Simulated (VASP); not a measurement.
# Pt (P6_3/mmc) in VASP: notebook

The runs below take Pt through single point, with B3LYP, HSE06, PBE-based screened hybrid with 25 % exact exchange.

Program: VASP 6.6.1. These are calculated values, not measurements. Logs are shortened: lines on timing, memory, paths and dates and some standing lists are left out, and cuts for length are marked.

**1. The cell of the first run**

Symmetry: P6_3/mmc, No. 194, hexagonal system. Conventional cell: a = 2.761 Å, b = 2.761 Å, c = 4.792 Å, α = 90.00°, β = 90.00°, γ = 120.00°. Pt (site symmetry -6m2) has 12 Pt at 2.76 to 2.88 Å within 3.6 Å.

This isn't the form of Pt at room conditions, which is fcc.

**2. Single point, B3LYP**

The input, POSCAR:

```
Pt
1.0
    2.7606656158      0.0000000000      0.0000000000
   -1.3803328079      2.3908065546      0.0000000000
    0.0000000000      0.0000000000      4.7921340000
Pt
2
Direct
    0.3333333333      0.6666666667      0.2500000000
    0.6666666667      0.3333333333      0.7500000000
```

The input, INCAR.step1:

```
PREC     = Accurate       # precision mode
ENCUT    = 520            # plane-wave cutoff, eV
EDIFF    = 1E-5           # SCF threshold, eV
ISMEAR   = -1             # smearing method
SIGMA    = 0.05           # smearing width, eV
LREAL    = False          # projectors in reciprocal space
LASPH    = True           # aspherical terms in the spheres
NELM     = 80             # most SCF steps
ALGO     = Normal         # electronic algorithm
ISIF     = 2              # what is computed and relaxed
LWAVE    = True           # write WAVECAR
LCHARG   = False          # write CHGCAR
NBANDS   = 17             # bands
GGA      = PE             # functional
```

The input, INCAR.step2:

```
PREC     = Accurate       # precision mode
ENCUT    = 520            # plane-wave cutoff, eV
EDIFF    = 1E-6           # SCF threshold, eV
ISMEAR   = -1             # smearing method
SIGMA    = 0.05           # smearing width, eV
LREAL    = False          # projectors in reciprocal space
LASPH    = True           # aspherical terms in the spheres
NELM     = 80             # most SCF steps
ALGO     = Normal         # electronic algorithm
ISIF     = 2              # what is computed and relaxed
LWAVE    = False          # write WAVECAR
LCHARG   = False          # write CHGCAR
GGA      = B3             # functional
LHFCALC  = True           # exact exchange
AEXX     = 0.2            # exact-exchange fraction
AGGAX    = 0.72         
AGGAC    = 0.81         
ALDAC    = 0.19         
PRECFOCK = Normal       
NBANDS   = 17             # bands
ISTART   = 1
```

The input, KPOINTS:

```
regular mesh
0
Gamma
  6 6 3
```

Potentials or basis: VASP PAW PBE potentials, release 64 (Pt).

Started as:

```bash
cat potpaw_PBE.64/Pt/POTCAR > POTCAR
cp INCAR.step1 INCAR
mpirun -np 1 vasp_std > vasp.out
cp INCAR.step2 INCAR
mpirun -np 1 vasp_std > vasp.out
```

OUTCAR:

```text
PREC = Accurate
   ENCUT = 520
   EDIFF = 1E-6
   ISMEAR = -1
   LREAL = False
   LASPH = True
   NELM = 80
   ISIF = 2
   GGA = B3
   LHFCALC = True
   AEXX = 0.2
   PRECFOCK = Normal
   ISTART = 1

 ion  position               nearest neighbor table
   1  0.333  0.667  0.250-   2 2.88   2 2.88   2 2.88   2 2.88   2 2.88   2 2.88
   2  0.667  0.333  0.750-   1 2.88   1 2.88   1 2.88   1 2.88   1 2.88   1 2.88

  LATTYP: Found a hexagonal cell.
 ALAT       =     2.7606656158
 C/A-ratio  =     1.7358618054

  Lattice vectors:

 A1 = (   2.7606656158,   0.0000000000,   0.0000000000)
 A2 = (  -1.3803328079,   2.3908065546,   0.0000000000)
 A3 = (   0.0000000000,   0.0000000000,   4.7921340000)

Analysis of symmetry for initial positions (statically):
=====================================================================
 Subroutine PRICEL returns:
 Original cell was already a primitive cell.

 Routine SETGRP: Setting up the symmetry group for a
 hexagonal supercell.

 Subroutine GETGRP returns: Found 24 space group operations
 (whereof 12 operations were pure point group operations)
 out of a pool of 24 trial point group operations.

The static configuration has the point symmetry D_3d.
 The point group associated with its full space group is D_6h.

Analysis of symmetry for dynamics (positions and initial velocities):
=====================================================================
 Subroutine PRICEL returns:
 Original cell was already a primitive cell.

 Routine SETGRP: Setting up the symmetry group for a
 hexagonal supercell.

 Subroutine GETGRP returns: Found 24 space group operations
 (whereof 12 operations were pure point group operations)
 out of a pool of 24 trial point group operations.

The dynamic configuration has the point symmetry D_3d.
 The point group associated with its full space group is D_6h.

 Subroutine INISYM returns: Found 24 space group operations
 (whereof 12 operations are pure point group operations),
 and found     1 'primitive' translations

----------------------------------------------------------------------------------------

                                     Primitive cell

  volume of cell :      31.6291

  direct lattice vectors                    reciprocal lattice vectors
     2.760665616  0.000000000  0.000000000     0.362231483  0.209134444  0.000000000
    -1.380332808  2.390806555  0.000000000     0.000000000  0.418268888  0.000000000
     0.000000000  0.000000000  4.792134000     0.000000000  0.000000000  0.208675300

  length of vectors
     2.760665616  2.760665616  4.792134000     0.418268888  0.418268888  0.208675300

  position of ions in fractional coordinates (direct lattice)
     0.333333333  0.666666667  0.250000000
     0.666666667  0.333333333  0.750000000

  ion indices of the primitive-cell ions
   primitive index   ion index
                 1           1
                 2           2

----------------------------------------------------------------------------------------

 KPOINTS: regular mesh

Automatic generation of k-mesh.
 Grid dimensions read from file:
 generate k-points for:    6    6    3

 Generating k-lattice:

  Cartesian coordinates                     Fractional coordinates (reciprocal lattice)
     0.060371914  0.034855741  0.000000000     0.166666667  0.000000000  0.000000000
     0.000000000  0.069711481  0.000000000     0.000000000  0.166666667  0.000000000
     0.000000000  0.000000000  0.069558433     0.000000000  0.000000000  0.333333333

  Length of vectors
     0.069711481  0.069711481  0.069558433

  Shift w.r.t. Gamma in fractional coordinates (k-lattice)
     0.000000000  0.000000000  0.000000000

 Subroutine IBZKPT returns following result:
 ===========================================

 Found     14 irreducible k-points:

 Following reciprocal coordinates:
            Coordinates               Weight
  0.000000  0.000000  0.000000      1.000000
  0.166667  0.000000  0.000000      6.000000
  0.333333  0.000000  0.000000      6.000000
  0.500000 -0.000000  0.000000      3.000000
  0.166667  0.166667  0.000000      6.000000
  0.333333  0.166667  0.000000     12.000000
  0.333333  0.333333  0.000000      2.000000
  0.000000  0.000000  0.333333      2.000000
  0.166667  0.000000  0.333333     12.000000
  0.333333  0.000000  0.333333     12.000000
  0.500000 -0.000000  0.333333      6.000000
  0.166667  0.166667  0.333333     12.000000
  0.333333  0.166667  0.333333     24.000000
  0.333333  0.333333  0.333333      4.000000
   k-points           NKPTS =     14   k-points in BZ     NKDIM =    108   number of bands    NBANDS=     17
   number of dos      NEDOS =    301   number of ions     NIONS =      2
   total plane-waves  NPLWV =  20736
   dimension x,y,z NGX =    24 NGY =   24 NGZ =   36
   dimension x,y,z NGXF=    48 NGYF=   48 NGZF=   72
   ions per type =               2
   NGX,Y,Z   is equivalent  to a cutoff of  14.45, 14.45, 12.49 a.u.
   NGXF,Y,Z  is equivalent  to a cutoff of  28.91, 28.91, 24.98 a.u.
 SYSTEM =  unknown system
   PREC   = accura    normal or accurate (medium, high low for compatibility)
   ISTART =      1    job   : 0-new  1-cont  2-samecut
   ICHARG =      0    charge: 1-file 2-atom 10-const
   ISPIN  =      1    spin polarized calculation?
   LNONCOLLINEAR =      F non collinear calculations
   LSORBIT =      F    spin-orbit coupling
   LASPH  =      T    aspherical Exc in radial PAW
   ENCUT  =  520.0 eV  38.22 Ry    6.18 a.u.   5.13  5.13  8.91*2*pi/ulx,y,z
   NELM   =     80;   NELMIN=  2; NELMDL=  0     # of ELM steps
   EDIFF  = 0.1E-05   stopping-criterion for ELM
   LREAL  =      F    real-space projection
   EDIFFG = 0.1E-04   stopping-criterion for IOM
   NSW    =      0    number of steps for IOM
   IBRION =     -1    ionic relax: 0-MD 1-quasi-New 2-CG
   NFREE  =      0    steps in history (QN), initial steepest desc. (CG)
   ISIF   =      2    stress and relaxation
   ISYM   =      3    0-nonsym 1-usesym 2-fastsym
   POTIM  = 0.5000    time-step for ionic-motion
   TEBEG  =    0.0;   TEEND  =   0.0 temperature during run
   PSTRESS=    0.0 pullay stress
   NELECT =      20.0000    total number of electrons
   NUPDOWN=      -1.0000    fix difference up-down
   EMIN   =  10.00;   EMAX   =-10.00  energy-range for DOS
   EFERMI =   0.00;   METHOD = LEGACY
   ISMEAR =    -1;   SIGMA  =   0.05  broadening in eV -4-tet -1-fermi 0-gaus
   EFERMI_NEDOS =   21; number of points for ismear=-14 and -15
   IALGO  =     38    algorithm
   IMIX   =      1    mixing-type and parameters
     AMIX     =   0.40;   BMIX     =  1.00
     AMIX_MAG =   1.60;   BMIX_MAG =  1.00
  volume/ion in A,a.u.               =      15.81       106.72
  Fermi-wavevector in a.u.,A,eV,Ry     =   1.405149  2.655347 26.863944  1.974444
  Thomas-Fermi vector in A             =   2.527639
   LORBIT       =      0    0 simple, 1 ext, 2 COOP (PROOUT), +10 PAW based schemes
   GGA     = B3    functional components
   LHFCALC =     T    Hartree Fock is set to
   PRECFOCK=normal    Normal, Fast or Accurate (Low or Medium for compatibility)
   ENCUT4O =  -1.0   cutoff for four orbital integrals eV
   NKREDX  =     1    reduce k-point grid by
   NKREDY  =     1    reduce k-point grid by
   NKREDZ  =     1    reduce k-point grid by
   AEXX    =    0.2000 exact exchange contribution
   HFSCREEN=    0.0000 screening length (either q_TF or 0.3 A-1)
   HFSCREENC=   0.0000 screening length for correlation (either q_TF or 0.3 A-1)
   ENCUTFOCK=  -1.0 apply spherical cutoff to Coloumb kernel
   IVDW    =     0    specifies the selected vdW correction
   LEPSILON=     F    determine dielectric tensor
   LRPA    =     F    only Hartree local field effects (RPA)
 non-spin polarized calculation
  energy-cutoff  :      520.00
  volume of cell :       31.63
 maximum number of plane-waves:       864
 NGX is ok and might be reduce to    24
  NGX = 16; NGY = 16; NGZ = 28

 number of electron      20.0000004 magnetization

 Free energy of the ion-electron system (eV)
  ---------------------------------------------------
  ext. energy  EPLUGINS =         0.00000000
  ---------------------------------------------------
  free energy    TOTEN  =       -12.53845243 eV

  energy without entropy =      -12.53842357  energy(sigma->0) =      -12.53843800

 E-fermi :  10.0819     XC(G=0): -10.4445

 val. band max:        9.6601992137   @ k =   0.0000   0.0000   0.0000
 cond. band min:      10.5228699014   @ k =   0.5000  -0.0000   0.3333
 fundamental gap:      0.8626706877
 Fermi energy:        10.0818547176

 k-point     1 :       0.0000    0.0000    0.0000
  band No.  band energies     occupation
      1      -0.2097      2.00000
      2       2.3547      2.00000
      3       5.4700      2.00000
      4       6.0420      2.00000
      5       6.0420      2.00000
      6       6.4158      2.00000
[... 9 lines left out ...]
     16      29.3021      0.00000
     17      33.0082      0.00000

 k-point     2 :       0.1667    0.0000    0.0000
  band No.  band energies     occupation
      1       0.8391      2.00000
      2       3.2097      2.00000
      3       5.2715      2.00000
      4       5.9002      2.00000
      5       6.1916      2.00000
      6       6.4831      2.00000
[... 9 lines left out ...]
     16      29.6460      0.00000
     17      29.8528      0.00000

 k-point     3 :       0.3333    0.0000    0.0000
  band No.  band energies     occupation
      1       2.7391      2.00000
      2       3.3762      2.00000
      3       4.2767      2.00000
      4       5.7682      2.00000
      5       6.3585      2.00000
      6       6.4376      2.00000
[... 192 lines left out ...]
 k-point    13 :       0.3333    0.1667    0.3333
  band No.  band energies     occupation
      1       3.3199      2.00000
      2       3.9391      2.00000
      3       4.3490      2.00000
      4       4.9593      2.00000
      5       5.8845      2.00000
      6       7.1012      2.00000
[... 9 lines left out ...]
     16      25.3320      0.00000
     17      26.1403      0.00000

 k-point    14 :       0.3333    0.3333    0.3333
  band No.  band energies     occupation
      1       4.3748      2.00000
      2       4.3748      2.00000
      3       4.4718      2.00000
      4       5.2942      2.00000
      5       5.9781      2.00000
      6       5.9781      2.00000
[... 9 lines left out ...]
     16      21.7929      0.00000
     17      28.4858      0.00000

------------------------ aborting loop because EDIFF is reached ----------------------------------------

  FORCE on cell =-STRESS in cart. coord.  units (eV):
  Direction    XX          YY          ZZ          XY          YZ          ZX
  --------------------------------------------------------------------------------------
  -------------------------------------------------------------------------------------
  Total        0.7853456      0.7853456      1.0273037      0.0000000      0.0000000      0.0000000
  in kB       39.7817791     39.7817790     52.0381968      0.0000000      0.0000000      0.0000000
  external PRESSURE =      43.8672516 kB  Pullay stress =       0.0000000 kB

 VOLUME and BASIS-vectors are now :
 -----------------------------------------------------------------------------
  energy-cutoff  :      520.00
  volume of cell :       31.63
      direct lattice vectors                 reciprocal lattice vectors
     2.760665616  0.000000000  0.000000000     0.362231483  0.209134444  0.000000000
    -1.380332808  2.390806555  0.000000000     0.000000000  0.418268888  0.000000000
     0.000000000  0.000000000  4.792134000     0.000000000  0.000000000  0.208675300

 POSITION                                       TOTAL-FORCE (eV/Angst)
 -----------------------------------------------------------------------------------
     -0.00000      1.59387      1.19803        -0.000000      0.000000      0.000000
      1.38033      0.79694      3.59410         0.000000     -0.000000     -0.000000
 -----------------------------------------------------------------------------------
    total drift:                                0.000000     -0.000000     -0.000000

  FREE ENERGIE OF THE ION-ELECTRON SYSTEM (eV)
  ---------------------------------------------------
  free  energy   TOTEN  =       -12.5384524279 eV

  energy  without entropy=      -12.5384235737  energy(sigma->0) =      -12.53843800
```

Wall time 23 min (1 thread of Intel Xeon Platinum 8488C (Sapphire Rapids), shared host); peak memory 0.18 GiB.

What came out:

```
Free energy            : -12.5385 eV
Pressure               : 4.4 GPa
Band gap on the k mesh : zero (bands 10 and 11 overlap by 1.96 eV)
```

Caveat: the k points lie up to 0.44 Å⁻¹ apart, too coarse for converged energies and pressures of a metal; the PAW data sets were made with another functional, which shifts forces and pressure a little; spin-orbit coupling is left out, which moves the levels of the heavy elements.

[end of part 1 of 2]
